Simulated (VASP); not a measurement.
**C: relaxation of cell and atoms with LDA**

C:

```xyz
2
Lattice="1.7659 1.7659 0.0000 -1.7659 1.7659 0.0000 0.0000 1.7659 1.7659" Properties=species:S:1:pos:R:3 pbc="T T T"
C     0.0000    1.7659    0.0000
C     0.8829    2.6488    0.8829
```

| Property | Result |
| --- | --- |
| Program | VASP 6.6.1 |
| Task | relaxation of cell and atoms |
| Functional | LDA |
| Potentials or basis | VASP PAW LDA potentials, release 64 (C) |
| Cutoff | 600 eV |
| k mesh | 12 × 12 × 12 |
| Occupations | gaussian, width 0.01 eV |
| Spin | no spin polarisation |
| Target pressure | 2 GPa |
| Dipole correction | no |
| Further INCAR settings | ALGO = Normal; EDIFF = 1e-06; IBRION = 2; EDIFFG = -0.002; NSW = 100; ISIF = 3 |

* Relaxed volume: 5.49 Å³/atom
* Relaxed cell: a = 2.495 Å, b = 2.495 Å, c = 2.495 Å, α = 60.00°, β = 60.00°, γ = 90.00°
* Space group after relaxing (to 0.05 Å): Fd-3m (No. 227)
* Energy change on relaxing (the enthalpy is what falls): +0.1 meV/atom
* Ionic steps: 3
* Pressure after relaxing: 2.0 GPa
* Band gap on the k mesh: 4.20 eV, indirect (least direct gap 5.63 eV)

The path:
```csv
step,energy change (eV),largest force (eV/Å),pressure (GPa),volume (Å³)
1,0.0000,0.0000,0.83,11.01
2,0.0009,0.0000,3.60,10.95
3,0.0002,0.0000,1.99,10.99
```

Final structure:
```
C
1.0
     1.76442    1.76442    0.00000
    -1.76442    1.76442    0.00000
     0.00000    1.76442    1.76442
C
2
Cartesian
  0.0000 1.7644 0.0000
  0.8822 2.6466 0.8822
```

Levels at points of the mesh, in eV from the valence-band top:
| k point | band 2 | band 3 | band 4 | band 5 | band 6 | band 7 |
| --- | --- | --- | --- | --- | --- | --- |
| (0.00, 0.00, 0.00) | 0.00 | 0.00 | 0.00 | 5.63 | 5.63 | 5.63 |
| (0.50, 0.00, 0.00) | -13.72 | -2.87 | -2.87 | 8.52 | 8.52 | 9.45 |
| (0.50, 0.50, 0.00) | -12.84 | -6.49 | -6.49 | 4.78 | 4.78 | 17.11 |

It took 23 s on 1 thread of AMD EPYC 7R13, with other jobs on the host, peak memory 0.08 GiB.

Caveat: the cell is relaxed towards a set pressure, so the enthalpy falls and the energy may rise. A k mesh can miss the band edges.
